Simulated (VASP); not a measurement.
# BiP (P6_3/mmc) in VASP: a series of runs

BiP is run at these levels: PBEsol, LDA; tasks: single point.

All numbers are computed with VASP 6.6.1; they aren't measurements. Logs are shortened: lines on timing, memory, paths and dates and some standing lists are left out, and cuts for length are marked.

## Step 1: The cell of the first run

The structure is hexagonal, space group P6_3/mmc (No. 194). Conventional cell: a = 4.050 Å, b = 4.050 Å, c = 7.216 Å, α = 90.00°, β = 90.00°, γ = 120.00°. Within 4.1 Å of Bi (site symmetry -3m) lie 6 P at 2.95 Å and 8 Bi at 3.61 to 4.05 Å. P (site symmetry -6m2) has 6 Bi at 2.95 Å and 6 P at 4.05 Å within 4.1 Å.

## Step 2: Single point, PBEsol

The input, INCAR:

```
SYSTEM = BiP
PREC = Accurate
ENCUT = 520
EDIFF = 1E-6
ISMEAR = 0
SIGMA = 0.05
LREAL = .False.
LASPH = .True.
NELM = 80
ALGO = Normal
ISIF = 2
LWAVE = .False.
LCHARG = .False.
GGA = PS
NBANDS = 28
```

The input, KPOINTS:

```
Automatic mesh
0
Gamma
  10 10 6
  0 0 0
```

The input, POSCAR:

```
BiP
1.0
    4.0498966654      0.0000000000      0.0000000000
   -2.0249483327      3.5073133950      0.0000000000
    0.0000000000      0.0000000000      7.2164800216
Bi P
2 2
Direct
    0.0000000000      0.0000000000      0.0000000000
    0.0000000000      0.0000000000      0.5000000000
    0.3333333333      0.6666666667      0.2500000000
    0.6666666667      0.3333333333      0.7500000000
```

Potentials or basis: VASP PAW PBE potentials, release 64 (Bi_d, P).

On the command line:

```sh
$ cat potpaw_PBE.64/Bi_d/POTCAR potpaw_PBE.64/P/POTCAR > POTCAR
$ mpirun -np 1 vasp_std > vasp.out
```

OUTCAR:

```text
SYSTEM = BiP
   PREC = Accurate
   ENCUT = 520
   EDIFF = 1E-6
   ISMEAR = 0
   LREAL = .False.
   LASPH = .True.
   NELM = 80
   ISIF = 2
   GGA = PS

 ion  position               nearest neighbor table
   1  0.000  0.000  0.000-   3 2.95   4 2.95   4 2.95   3 2.95   4 2.95   3 2.95   2 3.61   2 3.61

   2  0.000  0.000  0.500-   3 2.95   4 2.95   4 2.95   3 2.95   4 2.95   3 2.95   1 3.61   1 3.61

   3  0.333  0.667  0.250-   1 2.95   2 2.95   1 2.95   2 2.95   1 2.95   2 2.95
   4  0.667  0.333  0.750-   1 2.95   2 2.95   1 2.95   2 2.95   1 2.95   2 2.95

  LATTYP: Found a hexagonal cell.
 ALAT       =     4.0498966654
 C/A-ratio  =     1.7818923834

  Lattice vectors:

 A1 = (   4.0498966654,   0.0000000000,   0.0000000000)
 A2 = (  -2.0249483327,   3.5073133950,   0.0000000000)
 A3 = (   0.0000000000,   0.0000000000,   7.2164800216)

Analysis of symmetry for initial positions (statically):
=====================================================================
 Subroutine PRICEL returns:
 Original cell was already a primitive cell.

 Routine SETGRP: Setting up the symmetry group for a
 hexagonal supercell.

 Subroutine GETGRP returns: Found 24 space group operations
 (whereof 12 operations were pure point group operations)
 out of a pool of 24 trial point group operations.

The static configuration has the point symmetry D_3d.
 The point group associated with its full space group is D_6h.

Analysis of symmetry for dynamics (positions and initial velocities):
=====================================================================
 Subroutine PRICEL returns:
 Original cell was already a primitive cell.

 Routine SETGRP: Setting up the symmetry group for a
 hexagonal supercell.

 Subroutine GETGRP returns: Found 24 space group operations
 (whereof 12 operations were pure point group operations)
 out of a pool of 24 trial point group operations.

The dynamic configuration has the point symmetry D_3d.
 The point group associated with its full space group is D_6h.

 Subroutine INISYM returns: Found 24 space group operations
 (whereof 12 operations are pure point group operations),
 and found     1 'primitive' translations

----------------------------------------------------------------------------------------

                                     Primitive cell

  volume of cell :     102.5047

  direct lattice vectors                    reciprocal lattice vectors
     4.049896665  0.000000000  0.000000000     0.246919880  0.142559259  0.000000000
    -2.024948333  3.507313395  0.000000000     0.000000000  0.285118519  0.000000000
[... 91 lines left out ...]
   EDIFFG = 0.1E-04   stopping-criterion for IOM
   NSW    =      0    number of steps for IOM
   IBRION =     -1    ionic relax: 0-MD 1-quasi-New 2-CG
   NFREE  =      0    steps in history (QN), initial steepest desc. (CG)
   ISIF   =      2    stress and relaxation
   ISYM   =      2    0-nonsym 1-usesym 2-fastsym
   POTIM  = 0.5000    time-step for ionic-motion
   TEBEG  =    0.0;   TEEND  =   0.0 temperature during run
   PSTRESS=    0.0 pullay stress
   NELECT =      40.0000    total number of electrons
   NUPDOWN=      -1.0000    fix difference up-down
   EMIN   =  10.00;   EMAX   =-10.00  energy-range for DOS
   EFERMI =   0.00;   METHOD = LEGACY
   ISMEAR =     0;   SIGMA  =   0.05  broadening in eV -4-tet -1-fermi 0-gaus
   EFERMI_NEDOS =   21; number of points for ismear=-14 and -15
   IALGO  =     38    algorithm
   IMIX   =      4    mixing-type and parameters
     AMIX     =   0.40;   BMIX     =  1.00
     AMIX_MAG =   1.60;   BMIX_MAG =  1.00
  volume/ion in A,a.u.               =      25.63       172.93
  Fermi-wavevector in a.u.,A,eV,Ry     =   1.196319  2.260714 19.472361  1.431178
  Thomas-Fermi vector in A             =   2.332262
   LORBIT       =      0    0 simple, 1 ext, 2 COOP (PROOUT), +10 PAW based schemes
   GGA     = PS    functional components
   LHFCALC =     F    Hartree Fock is set to
   AEXX    =    0.0000 exact exchange contribution
   IVDW    =     0    specifies the selected vdW correction
   LEPSILON=     F    determine dielectric tensor
   LRPA    =     F    only Hartree local field effects (RPA)
 non-spin polarized calculation
 Gauss-broadening in eV      SIGMA  =   0.05
  energy-cutoff  :      520.00
  volume of cell :      102.50
 maximum number of plane-waves:      2787
   NGX = 15   NGY = 15   NGZ = 27

 number of electron      39.9999998 magnetization

 Free energy of the ion-electron system (eV)
  ---------------------------------------------------
  ext. energy  EPLUGINS =         0.00000000
  ---------------------------------------------------
  free energy    TOTEN  =       -19.37941989 eV

  energy without entropy =      -19.37862957  energy(sigma->0) =      -19.37902473

 E-fermi :   6.7816     XC(G=0): -10.1654

 val. band max:        6.7433070955   @ k =   0.0000   0.0000   0.0000
 cond. band min:       6.7957550555   @ k =   0.1000  -0.0000   0.3333
 fundamental gap:      0.0524479600
 Fermi energy:         6.7815960971

 k-point     1 :       0.0000    0.0000    0.0000
  band No.  band energies     occupation
      1     -16.2974      2.00000
      2     -16.2463      2.00000
      3     -16.2463      2.00000
      4     -16.2385      2.00000
      5     -16.2385      2.00000
      6     -16.2341      2.00000
[... 733 lines left out ...]
     27      12.2285      0.00000
     28      13.9933      0.00000

 [... further k-points ...]

------------------------ aborting loop because EDIFF is reached ----------------------------------------

  FORCE on cell =-STRESS in cart. coord.  units (eV):
  Direction    XX          YY          ZZ          XY          YZ          ZX
  --------------------------------------------------------------------------------------
  -------------------------------------------------------------------------------------
  Total       -1.7902939     -1.7902939     -1.9431267      0.0000000     -0.0000000      0.0000000
  in kB      -27.9827888    -27.9827888    -30.3716065      0.0000000     -0.0000000      0.0000000
  external PRESSURE =     -28.7790614 kB  Pullay stress =       0.0000000 kB

 VOLUME and BASIS-vectors are now :
 -----------------------------------------------------------------------------
  energy-cutoff  :      520.00
  volume of cell :      102.50
      direct lattice vectors                 reciprocal lattice vectors
     4.049896665  0.000000000  0.000000000     0.246919880  0.142559259  0.000000000
    -2.024948333  3.507313395  0.000000000     0.000000000  0.285118519  0.000000000
     0.000000000  0.000000000  7.216480022     0.000000000  0.000000000  0.138571713

 POSITION                                       TOTAL-FORCE (eV/Angst)
 -----------------------------------------------------------------------------------
      0.00000      0.00000      0.00000        -0.000000      0.000000     -0.000000
      0.00000      0.00000      3.60824        -0.000000      0.000000     -0.000000
     -0.00000      2.33821      1.80412         0.000000     -0.000000     -0.000000
      2.02495      1.16910      5.41236         0.000000      0.000000      0.000000
 -----------------------------------------------------------------------------------
    total drift:                                0.000000      0.000000      0.000000

  FREE ENERGIE OF THE ION-ELECTRON SYSTEM (eV)
  ---------------------------------------------------
  free  energy   TOTEN  =       -19.3794198900 eV

  energy  without entropy=      -19.3786295699  energy(sigma->0) =      -19.37902473
```

OSZICAR:

```text
N       E                     dE             d eps       ncg     rms          rms(c)
DAV:   1     0.385424566971E+03    0.38542E+03   -0.19746E+04  3136   0.156E+03
DAV:   2     0.196780754923E+02   -0.36575E+03   -0.35685E+03  3180   0.420E+02
DAV:   3    -0.183737068131E+02   -0.38052E+02   -0.37160E+02  4008   0.145E+02
DAV:   4    -0.198962419323E+02   -0.15225E+01   -0.15118E+01  3604   0.294E+01
DAV:   5    -0.199667889454E+02   -0.70547E-01   -0.70535E-01  4532   0.638E+00    0.433E+00
DAV:   6    -0.193716172609E+02    0.59517E+00   -0.18800E+00  4028   0.697E+00    0.223E+00
DAV:   7    -0.193842540753E+02   -0.12637E-01   -0.27592E-01  3496   0.190E+00    0.144E+00
DAV:   8    -0.193817218212E+02    0.25323E-02   -0.39354E-02  3684   0.130E+00    0.212E-01
DAV:   9    -0.193793009357E+02    0.24209E-02   -0.10846E-02  3912   0.582E-01    0.109E-01
DAV:  10    -0.193794050464E+02   -0.10411E-03   -0.10845E-03  3864   0.140E-01    0.408E-02
DAV:  11    -0.193794246546E+02   -0.19608E-04   -0.12094E-04  4044   0.722E-02    0.149E-02
DAV:  12    -0.193794196086E+02    0.50460E-05   -0.24563E-05  3684   0.294E-02    0.516E-03
DAV:  13    -0.193794198900E+02   -0.28139E-06   -0.20173E-06  2612   0.726E-03
   1 F= -.19379420E+02 E0= -.19379025E+02  d E =-.790320E-03
```

stdout:

```text
POSCAR found type information on POSCAR BiP
 POSCAR found :  2 types and       4 ions
 scaLAPACK will be used
 -----------------------------------------------------------------------------
|                                                                             |
|                                                                             |
|     You enforced a specific xc type in the INCAR file but a different       |
|     I HOPE YOU KNOW WHAT YOU ARE DOING!                                     |
|                                                                             |
 -----------------------------------------------------------------------------

 LDA part: xc-table for (Slater+PW92), standard interpolation
 POSCAR, INCAR and KPOINTS ok, starting setup
 FFT: planning ... GRIDC
 FFT: planning ... GRID_SOFT
 FFT: planning ... GRID
 WAVECAR not read
 entering main loop
```

Run time: 65 s. Hardware: 1 thread of Intel Xeon 6975P-C (Granite Rapids), shared host; peak memory 0.28 GiB.

Results:

```
Free energy            : -19.3794 eV
Pressure               : -2.9 GPa
Band gap on the k mesh : zero (bands 20 and 21 overlap by 1.00 eV)
```

Caveat: the PAW data sets were made with another functional, which shifts forces and pressure a little; spin-orbit coupling is left out, which moves the levels of the heavy elements.

## Step 3: Single point, LDA

The input, INCAR:

```
SYSTEM = BiP
ALGO = Normal
EDIFF = 1E-7
ENCUT = 520
ISIF = 2
ISMEAR = 0
LASPH = .TRUE.
LCHARG = .FALSE.
LREAL = .FALSE.
LWAVE = .FALSE.
NBANDS = 28
NELM = 100
PREC = Accurate
SIGMA = 0.05
```

The input, KPOINTS:

```
k-points
0
G
  10 10 6
  0 0 0
```

POSCAR is that of step 2.

Potentials or basis: VASP PAW LDA potentials, release 64 (Bi_d, P).

On the command line:

```sh
$ cat potpaw_LDA.64/Bi_d/POTCAR potpaw_LDA.64/P/POTCAR > POTCAR
$ mpirun -np 1 vasp_std > vasp.out
```

OUTCAR:

```text
SYSTEM = BiP
   EDIFF = 1E-7
   ENCUT = 520
   ISIF = 2
   ISMEAR = 0
   LASPH = .TRUE.
   LREAL = .FALSE.
   NELM = 100
   PREC = Accurate

 ion  position               nearest neighbor table
   1  0.000  0.000  0.000-   3 2.95   4 2.95   4 2.95   3 2.95   4 2.95   3 2.95   2 3.61   2 3.61

   2  0.000  0.000  0.500-   3 2.95   4 2.95   4 2.95   3 2.95   4 2.95   3 2.95   1 3.61   1 3.61

   3  0.333  0.667  0.250-   1 2.95   2 2.95   1 2.95   2 2.95   1 2.95   2 2.95
   4  0.667  0.333  0.750-   1 2.95   2 2.95   1 2.95   2 2.95   1 2.95   2 2.95

  LATTYP: Found a hexagonal cell.
 ALAT       =     4.0498966654
 C/A-ratio  =     1.7818923834

  Lattice vectors:

 A1 = (   4.0498966654,   0.0000000000,   0.0000000000)
 A2 = (  -2.0249483327,   3.5073133950,   0.0000000000)
 A3 = (   0.0000000000,   0.0000000000,   7.2164800216)

Analysis of symmetry for initial positions (statically):
=====================================================================
 Subroutine PRICEL returns:
 Original cell was already a primitive cell.

 Routine SETGRP: Setting up the symmetry group for a
 hexagonal supercell.

[... 172 lines left out ...]
 E-fermi :   6.7286     XC(G=0): -10.2458

 val. band max:        6.6748941475   @ k =   0.1000   0.1000   0.5000
 cond. band min:       6.7460960607   @ k =   0.1000  -0.0000   0.3333
 fundamental gap:      0.0712019131
 Fermi energy:         6.7285796416

 k-point     1 :       0.0000    0.0000    0.0000
  band No.  band energies     occupation
      1     -16.3743      2.00000
      2     -16.3242      2.00000
      3     -16.3242      2.00000
      4     -16.3144      2.00000
      5     -16.3144      2.00000
      6     -16.3098      2.00000
[... 733 lines left out ...]
     27      12.1165      0.00000
     28      13.9455      0.00000

 [... further k-points ...]

------------------------ aborting loop because EDIFF is reached ----------------------------------------

  FORCE on cell =-STRESS in cart. coord.  units (eV):
  Direction    XX          YY          ZZ          XY          YZ          ZX
  --------------------------------------------------------------------------------------
  -------------------------------------------------------------------------------------
  Total       -2.5161977     -2.5161977     -2.8128890      0.0000000     -0.0000000      0.0000000
  in kB      -39.3288647    -39.3288647    -43.9662315      0.0000000     -0.0000000      0.0000000
  external PRESSURE =     -40.8746536 kB  Pullay stress =       0.0000000 kB

 VOLUME and BASIS-vectors are now :
 -----------------------------------------------------------------------------
  energy-cutoff  :      520.00
  volume of cell :      102.50
      direct lattice vectors                 reciprocal lattice vectors
     4.049896665  0.000000000  0.000000000     0.246919880  0.142559259  0.000000000
    -2.024948333  3.507313395  0.000000000     0.000000000  0.285118519  0.000000000
     0.000000000  0.000000000  7.216480022     0.000000000  0.000000000  0.138571713

 POSITION                                       TOTAL-FORCE (eV/Angst)
 -----------------------------------------------------------------------------------
      0.00000      0.00000      0.00000         0.000000      0.000000      0.000000
      0.00000      0.00000      3.60824         0.000000      0.000000      0.000000
     -0.00000      2.33821      1.80412        -0.000000     -0.000000      0.000000
      2.02495      1.16910      5.41236         0.000000      0.000000     -0.000000
 -----------------------------------------------------------------------------------
    total drift:                                0.000000      0.000000      0.000000

  FREE ENERGIE OF THE ION-ELECTRON SYSTEM (eV)
  ---------------------------------------------------
  free  energy   TOTEN  =       -20.3453912621 eV

  energy  without entropy=      -20.3446303276  energy(sigma->0) =      -20.34501079
```

Run time: 77 s. Hardware: 1 thread of Intel Xeon 6975P-C (Granite Rapids), shared host; peak memory 0.26 GiB.

What came out:

| Quantity | Value |
| --- | --- |
| Free energy | -20.3454 eV |
| Pressure | -4.1 GPa |
| Band gap on the k mesh | zero (bands 20 and 21 overlap by 1.02 eV) |

Levels at points of the mesh, in eV from the Fermi level:
```csv
k point,band 16,band 17,band 18,band 19,band 20,band 21,band 22,band 23,band 24,band 25
"(0.00, 0.00, 0.00)",-1.59,-1.59,-0.50,-0.50,-0.07,0.80,1.69,1.69,2.40,2.40
"(0.50, 0.00, 0.00)",-4.85,-3.24,-0.78,-0.74,-0.73,-0.22,0.14,1.41,3.81,4.19
"(0.00, 0.00, 0.50)",-1.25,-1.10,-1.10,-1.10,-1.10,1.97,1.97,1.97,1.97,2.41
"(0.50, 0.00, 0.50)",-3.77,-2.90,-2.90,-2.49,-2.49,1.78,1.78,2.86,2.86,3.04
```

Caveat: the cell stands under tension; spin-orbit coupling is left out, which moves the levels of the heavy elements.

The gap in the log of VASP goes by the Fermi energy; the results here count the filled bands.